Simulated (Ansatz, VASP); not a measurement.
**Two plane-wave programs on Al**

The input INCAR:

```
SYSTEM = Al
ALGO = Fast
EDIFF = 1E-6
ENCUT = 520
GGA = PS
ISIF = 2
ISMEAR = 0
LASPH = .TRUE.
LCHARG = .TRUE.
LELF = .TRUE.
LREAL = .FALSE.
LVHAR = .TRUE.
LWAVE = .FALSE.
NBANDS = 8
NELM = 100
PREC = Accurate
SIGMA = 0.15
```

Contents of KPOINTS:

```
k-points
0
G
  24 24 24
  0 0 0
```

The input POSCAR:

```
Al
1.0
   -1.5414601775      1.5414601775      1.6956061952
    1.5414601775     -1.5414601775      1.6956061952
    1.5414601775      1.5414601775     -1.6956061952
Al
1
Direct
    0.0000000000      0.0000000000      0.0000000000
```

Input for Ansatz:

```yaml
crystal:
  lattice:
    - [-1.5414601775, 1.5414601775, 1.6956061952]
    - [1.5414601775, -1.5414601775, 1.6956061952]
    - [1.5414601775, 1.5414601775, -1.6956061952]
  atoms:
    - { symbol: Al, position: [0.0, 0.0, 0.0] }
basis:
  ecutwfc: 420
kpoints:
  mp_grid: { grid: [24, 24, 24] }
hamiltonian:
  xc: pbesol
scf:
  occupations: { method: gaussian, width: 0.15 }
output:
  forces: true
  stress: true
  eigenvalues: true
```

Alike in both runs: task single point; functional PBEsol; k mesh 24 × 24 × 24; occupations gaussian, width 0.15 eV; no spin polarisation.

```csv
,VASP,Ansatz
version,VASP 6.6.1,Ansatz 0.2.0
potentials or method,"VASP PAW PBE potentials, release 64 (Al), cutoff 520 eV","scalar-relativistic, plane waves, PAW"
valence electrons in the cell,3,3
```

Ansatz gave:

```
gap on the k mesh at the Fermi level (eV)                     : none
pressure (GPa)                                                : 2.0
traceless stress, the component that is largest in VASP (GPa) : 2.98
```

Task: What did VASP give for the same quantities?

Result: gap on the k mesh at the Fermi level (eV): none; pressure (GPa): 2.1; traceless stress, the component that is largest in VASP (GPa): 2.99.

VASP's potentials were made for PBE, not for PBEsol. A gap of «none» marks a metal or a gap that the smearing closes.
